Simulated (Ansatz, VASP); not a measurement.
## Two plane-wave programs on Sr

Contents of INCAR:

```
PREC = Accurate
ENCUT = 520
EDIFF = 1E-6
ISMEAR = 0
SIGMA = 0.15
LREAL = F
LASPH = T
NELM = 60
ALGO = Fast
ISIF = 2
LWAVE = F
LCHARG = F
GGA = PS
NBANDS = 17
```

Contents of KPOINTS:

```
Automatic mesh
0
Gamma
  12 12 8
```

Contents of POSCAR:

```
Sr
1.0
    4.3100002207      0.0000000000      0.0538750028
   -2.1550001104      3.7325696814     -0.0269375014
    0.0881250000      0.0000000000      7.0500000000
Sr
2
Direct
    0.3333333333      0.6666666667      0.2500000000
    0.6666666667      0.3333333333      0.7500000000
```

Input for Ansatz:

```yaml
crystal:
  lattice:
    - [4.3100002207, 0.0, 0.0538750028]
    - [-2.1550001104, 3.7325696814, -0.0269375014]
    - [0.088125, 0.0, 7.05]
  atoms:
    - { symbol: Sr, position: [0.3333333333, 0.6666666667, 0.25] }
    - { symbol: Sr, position: [0.6666666667, 0.3333333333, 0.75] }
basis:
  ecutwfc: 420
kpoints:
  mp_grid: { grid: [12, 12, 8] }
hamiltonian:
  xc: pbesol
scf:
  occupations: { method: gaussian, width: 0.15 }
output:
  forces: true
  stress: true
  eigenvalues: true
```

Change from the starting cell: strain +0.0250 x Voigt [0, 0, 0, 0, 1, 0], atoms carried along.

Alike in both runs: task single point; functional PBEsol; k mesh 12 × 12 × 8; occupations gaussian, width 0.15 eV; no spin polarisation.

|  | VASP | Ansatz |
| --- | --- | --- |
| version | VASP 6.6.1 | Ansatz 0.2.0 |
| potentials or method | VASP PAW PBE potentials, release 64 (Sr_sv), cutoff 520 eV | scalar-relativistic, plane waves, PAW |
| valence electrons in the cell | 20 | 20 |

|  | VASP | Ansatz | Ansatz less VASP |
| --- | --- | --- | --- |
| gap on the k mesh at the Fermi level (eV) | none | none | - |
| pressure (GPa) | -0.8 | -0.9 | -0.01 |
| traceless stress, the component that is largest in VASP (GPa) | -0.15 | -0.15 | 0.000 |

VASP's potentials were made for PBE, not for PBEsol. A gap of «none» marks a metal or a gap that the smearing closes. The functional is the same, so the differences come from potentials, cutoffs and numerics.
